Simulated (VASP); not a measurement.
# Au (P2_1/m) in VASP: a series of runs, part 2 of 2

VASP 6.6.1. Earlier steps stand in the parts before.

### Step 4. Single point, PBEsol (atom 1 (Au) moved by (-0.225, -0.450) A along x and y)

INCAR reads:

```
PREC     = Accurate       # precision mode
ENCUT    = 520            # plane-wave cutoff, eV
EDIFF    = 1E-7           # SCF threshold, eV
ISMEAR   = 0              # smearing method
SIGMA    = 0.15           # smearing width, eV
LREAL    = False          # projectors in reciprocal space
LASPH    = True           # aspherical terms in the spheres
NELM     = 80             # most SCF steps
ALGO     = Fast           # electronic algorithm
ISIF     = 2              # what is computed and relaxed
LWAVE    = False          # write WAVECAR
LCHARG   = False          # write CHGCAR
GGA      = PS             # functional
NBANDS   = 18             # bands
```

KPOINTS reads:

```
regular mesh
0
Gamma
  18 18 10
```

POSCAR reads:

```
Au
1.0
    2.8999984104      0.0000000000      0.0000000000
   -1.4499992052      2.5114722944      0.0000000000
    0.0000000000      0.0000000000      4.8800000000
Au
2
Direct
    0.1661581999      0.4874888987      0.7500000000
    0.6666666667      0.3333333333      0.2500000000
```

Potentials or basis: VASP PAW PBE potentials, release 64 (Au).

Command:

```bash
$ cat potpaw_PBE.64/Au/POTCAR > POTCAR
$ mpirun -np 1 vasp_std > vasp.out
```

OUTCAR:

```text
PREC = Accurate
   ENCUT = 520
   EDIFF = 1E-7
   ISMEAR = 0
   LREAL = False
   LASPH = True
   NELM = 80
   ISIF = 2
   GGA = PS

 ion  position               nearest neighbor table
   1  0.166  0.487  0.750-   2 2.76   2 2.76   2 2.98   2 2.98   2 3.24   2 3.24
   2  0.667  0.333  0.250-   1 2.76   1 2.76   1 2.98   1 2.98   1 3.24   1 3.24

  LATTYP: Found a hexagonal cell.
 ALAT       =     2.8999984104
 C/A-ratio  =     1.6827595431

  Lattice vectors:

 A1 = (   2.8999984104,   0.0000000000,   0.0000000000)
 A2 = (  -1.4499992052,   2.5114722944,   0.0000000000)
 A3 = (   0.0000000000,   0.0000000000,   4.8800000000)

Analysis of symmetry for initial positions (statically):
=====================================================================
 Subroutine PRICEL returns:
 Original cell was already a primitive cell.

 Routine SETGRP: Setting up the symmetry group for a
 hexagonal supercell.

 Subroutine GETGRP returns: Found  4 space group operations
 (whereof  1 operations were pure point group operations)
 out of a pool of 24 trial point group operations.

The static configuration has the point symmetry C_1 .
 The point group associated with its full space group is C_2h.

Analysis of symmetry for dynamics (positions and initial velocities):
=====================================================================
 Subroutine PRICEL returns:
 Original cell was already a primitive cell.

 Routine SETGRP: Setting up the symmetry group for a
 hexagonal supercell.

 Subroutine GETGRP returns: Found  4 space group operations
 (whereof  1 operations were pure point group operations)
 out of a pool of 24 trial point group operations.

The dynamic configuration has the point symmetry C_1 .
 The point group associated with its full space group is C_2h.
[... 107 lines left out ...]
   POTIM  = 0.5000    time-step for ionic-motion
   TEBEG  =    0.0;   TEEND  =   0.0 temperature during run
   PSTRESS=    0.0 pullay stress
   NELECT =      22.0000    total number of electrons
   NUPDOWN=      -1.0000    fix difference up-down
   EMIN   =  10.00;   EMAX   =-10.00  energy-range for DOS
   EFERMI =   0.00;   METHOD = LEGACY
   ISMEAR =     0;   SIGMA  =   0.15  broadening in eV -4-tet -1-fermi 0-gaus
   EFERMI_NEDOS =   21; number of points for ismear=-14 and -15
   IALGO  =     68    algorithm
   IMIX   =      4    mixing-type and parameters
     AMIX     =   0.40;   BMIX     =  1.00
     AMIX_MAG =   1.60;   BMIX_MAG =  1.00
  volume/ion in A,a.u.               =      17.77       119.93
  Fermi-wavevector in a.u.,A,eV,Ry     =   1.395191  2.636529 26.484537  1.946559
  Thomas-Fermi vector in A             =   2.518667
   LORBIT       =      0    0 simple, 1 ext, 2 COOP (PROOUT), +10 PAW based schemes
   GGA     = PS    functional components
   LHFCALC =     F    Hartree Fock is set to
   AEXX    =    0.0000 exact exchange contribution
   IVDW    =     0    specifies the selected vdW correction
   LEPSILON=     F    determine dielectric tensor
   LRPA    =     F    only Hartree local field effects (RPA)
 non-spin polarized calculation
 RMM-DIIS sequential band-by-band and
 Gauss-broadening in eV      SIGMA  =   0.15
  energy-cutoff  :      520.00
  volume of cell :       35.54
 maximum number of plane-waves:       984
 NGX is ok and might be reduce to    24
   NGX = 11   NGY = 11   NGZ = 19

 number of electron      21.9999999 magnetization

 Free energy of the ion-electron system (eV)
  ---------------------------------------------------
  ext. energy  EPLUGINS =         0.00000000
  ---------------------------------------------------
  free energy    TOTEN  =        -7.75321787 eV

  energy without entropy =       -7.74393882  energy(sigma->0) =       -7.74857835

 E-fermi :   8.5753     XC(G=0): -12.6284

 val. band max:        8.5732309796   @ k =   0.5000   0.3889   0.3000
 cond. band min:       8.5753731618   @ k =   0.4444   0.0556   0.4000
 fundamental gap:      0.0021421821
 Fermi energy:         8.5753189094

 k-point     1 :       0.0000    0.0000    0.0000
  band No.  band energies     occupation
      1      -0.8913      2.00000
      2       1.5770      2.00000
      3       3.4421      2.00000
      4       4.1461      2.00000
      5       4.4277      2.00000
      6       4.4938      2.00000
[... 481 lines left out ...]
      5       4.3962      2.00000
      6       5.3621      2.00000
[... 10 lines left out ...]
     17      21.9028      0.00000
     18      23.6135      0.00000

 [... further k-points ...]
[... 5 lines left out ...]
  --------------------------------------------------------------------------------------
  -------------------------------------------------------------------------------------
  Total       -1.2466901     -1.5834291     -0.4535982      0.0630286      0.0000000      0.0000000
  in kB      -56.1982945    -71.3778140    -20.4473003      2.8412044      0.0000000      0.0000000
  external PRESSURE =     -49.3411363 kB  Pullay stress =       0.0000000 kB

 VOLUME and BASIS-vectors are now :
 -----------------------------------------------------------------------------
  energy-cutoff  :      520.00
  volume of cell :       35.54
      direct lattice vectors                 reciprocal lattice vectors
     2.899998410  0.000000000  0.000000000     0.344827775  0.199086409  0.000000000
    -1.449999205  2.511472294  0.000000000     0.000000000  0.398172818  0.000000000
     0.000000000  0.000000000  4.880000000     0.000000000  0.000000000  0.204918033

 POSITION                                       TOTAL-FORCE (eV/Angst)
 -----------------------------------------------------------------------------------
     -0.22500      1.22431      3.66000         0.317284      0.068071      0.000000
      1.45000      0.83716      1.22000        -0.317284     -0.068071      0.000000
 -----------------------------------------------------------------------------------
    total drift:                               -0.000002      0.000003      0.000000

  FREE ENERGIE OF THE ION-ELECTRON SYSTEM (eV)
  ---------------------------------------------------
  free  energy   TOTEN  =        -7.7532178709 eV

  energy  without entropy=       -7.7439388204  energy(sigma->0) =       -7.74857835
```

OSZICAR:

```text
N       E                     dE             d eps       ncg     rms          rms(c)
DAV:   1     0.121271281009E+03    0.12127E+03   -0.11664E+04 35432   0.118E+03
DAV:   2    -0.636775565787E+01   -0.12764E+03   -0.12182E+03 37522   0.260E+02
DAV:   3    -0.843816002308E+01   -0.20704E+01   -0.20591E+01 41342   0.334E+01
DAV:   4    -0.844714915330E+01   -0.89891E-02   -0.89882E-02 38600   0.232E+00
DAV:   5    -0.844723206887E+01   -0.82916E-04   -0.82916E-04 38922   0.238E-01    0.121E+01
RMM:   6    -0.779538549269E+01    0.65185E+00   -0.11792E+00 35437   0.804E+00    0.763E+00
RMM:   7    -0.775865903134E+01    0.36726E-01   -0.12700E-01 36449   0.280E+00    0.360E+00
RMM:   8    -0.775338053151E+01    0.52785E-02   -0.15596E-02 36891   0.961E-01    0.583E-01
RMM:   9    -0.775321909500E+01    0.16144E-03   -0.14287E-03 38968   0.283E-01    0.170E-01
RMM:  10    -0.775322522855E+01   -0.61336E-05   -0.19566E-04 39072   0.943E-02    0.139E-01
RMM:  11    -0.775321769184E+01    0.75367E-05   -0.34982E-05 38455   0.422E-02    0.169E-02
RMM:  12    -0.775321769880E+01   -0.69558E-08   -0.52108E-06 38876   0.153E-02    0.111E-02
RMM:  13    -0.775321780086E+01   -0.10206E-06   -0.10042E-06 32411   0.578E-03    0.243E-03
RMM:  14    -0.775321787088E+01   -0.70015E-07   -0.20670E-07 27478   0.284E-03
   1 F= -.77532179E+01 E0= -.77485783E+01  d E =-.927905E-02
```

It took 12 min on 1 thread of Oxide Virtual Turin-like, shared host; peak memory 0.55 GiB.

Results:

| Quantity | Value |
| --- | --- |
| Free energy | -7.7532 eV |
| Pressure | -4.9 GPa |
| Largest force | 0.325 eV/Å |
| Band gap on the k mesh | zero (band 11 reaches 12.09 eV, above the bottom of band 12 at 6.03 eV) |

Forces in eV/Å, atoms in the order of the input:
```
Au   0.317  0.068  0.000
Au  -0.317 -0.068  0.000
```

Caveat: the cell differs from its parent crystal (atom 1 (Au) moved by (-0.225, -0.450) A along x and y); the PAW data sets were made with another functional, which shifts forces and pressure a little; spin-orbit coupling is left out, which moves the levels of the heavy elements.
